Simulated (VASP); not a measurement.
A run of VASP 6.6.1 is set up as follows.

The input INCAR:

```
SYSTEM = BaSb12Ru4
ALGO = Fast
EDIFF = 1E-6
ENCUT = 520
GGA = PS
GGA_COMPAT = .FALSE.
ISIF = 2
ISMEAR = 1
KPAR = 4
LASPH = .TRUE.
LCHARG = .FALSE.
LMAXMIX = 4
LNONCOLLINEAR = .TRUE.
LORBIT = 11
LREAL = .FALSE.
LSORBIT = .TRUE.
LWAVE = .FALSE.
MAGMOM = 0 0 0 0 0 0 0 0 0 0 0 0 0 0 0 0 0 0 0 0 0 0 0 0 0 0 0 0 0 0 0 0 0 0 0 0 0 0 0 0 0 0 0 0 0 0 0 0 0 0 0
NBANDS = 153
NELM = 80
PREC = Accurate
SIGMA = 0.1
```

File KPOINTS:

```
k-points
0
G
  6 6 6
  0 0 0
```

File POSCAR:

```
BaSb12Ru4                               
1.0
   -4.6544006295      4.6544006295      4.6544006295
    4.6544006295     -4.6544006295      4.6544006295
    4.6544006295      4.6544006295     -4.6544006295
  Ba              Sb              Ru            
     1    12     4
Direct
     0.0000000000000000    0.0000000000000000    0.0000000000000000
     0.1606880310901484    0.6562969094993647    0.8169849405895202
     0.1606880310901484    0.3437030905006352    0.5043911215907837
     0.8169849405895202    0.1606880310901484    0.6562969094993647
     0.6562969094993647    0.4956088784092164    0.8393119689098517
     0.4956088784092164    0.8393119689098517    0.6562969094993647
     0.3437030905006352    0.1830150594104798    0.8393119689098517
     0.5043911215907837    0.1606880310901484    0.3437030905006352
     0.3437030905006352    0.5043911215907837    0.1606880310901484
     0.6562969094993647    0.8169849405895202    0.1606880310901484
     0.1830150594104798    0.8393119689098517    0.3437030905006352
     0.8393119689098517    0.6562969094993647    0.4956088784092164
     0.8393119689098517    0.3437030905006352    0.1830150594104798
     0.0000000000000000    0.0000000000000000    0.5000000000000000
     0.5000000000000000    0.0000000000000000    0.0000000000000000
     0.0000000000000000    0.5000000000000000    0.0000000000000000
     0.5000000000000000    0.5000000000000000    0.5000000000000000
```

Contents of KPOINTS_OPT:

```
explicit points
188
Reciprocal
 0.0000000000  0.0000000000  0.0000000000 1
 0.0263157895 -0.0263157895  0.0263157895 1
 0.0526315789 -0.0526315789  0.0526315789 1
 0.0789473684 -0.0789473684  0.0789473684 1
 0.1052631579 -0.1052631579  0.1052631579 1
 0.1315789474 -0.1315789474  0.1315789474 1
[... 180 lines left out ...]
-0.0369497300  0.0369497300  0.5000000000 1
 0.0369497300 -0.0369497300  0.5000000000 1
```

Potentials or basis: VASP PAW PBE potentials, release 64 (Ba_sv, Sb, Ru_pv).

The run is started by

```bash
$ cat potpaw_PBE.64/Ba_sv/POTCAR potpaw_PBE.64/Sb/POTCAR potpaw_PBE.64/Ru_pv/POTCAR > POTCAR
$ mpirun -np 4 vasp_ncl > vasp.out
```

**Question.** What does it give for the pressure?

**Answer.** 0.1 GPa.

**Question.** Predict the largest force.

**Answer.** 0.040 eV/Å.

Forces on the atoms (eV/Å):
```
Ba   0.000  0.000  0.000
Sb   0.037 -0.014  0.000
Sb  -0.037 -0.014  0.000
Sb   0.000  0.037 -0.014
Sb   0.014  0.000  0.037
Sb   0.000  0.037  0.014
Sb   0.014  0.000 -0.037
Sb   0.000 -0.037 -0.014
Sb  -0.014  0.000 -0.037
Sb  -0.014  0.000  0.037
Sb   0.000 -0.037  0.014
Sb   0.037  0.014  0.000
Sb  -0.037  0.014  0.000
Ru   0.000  0.000  0.000
Ru   0.000  0.000  0.000
Ru   0.000  0.000  0.000
Ru   0.000  0.000  0.000
```

Caveat: the PAW data sets were made with another functional, which shifts forces and pressure a little.
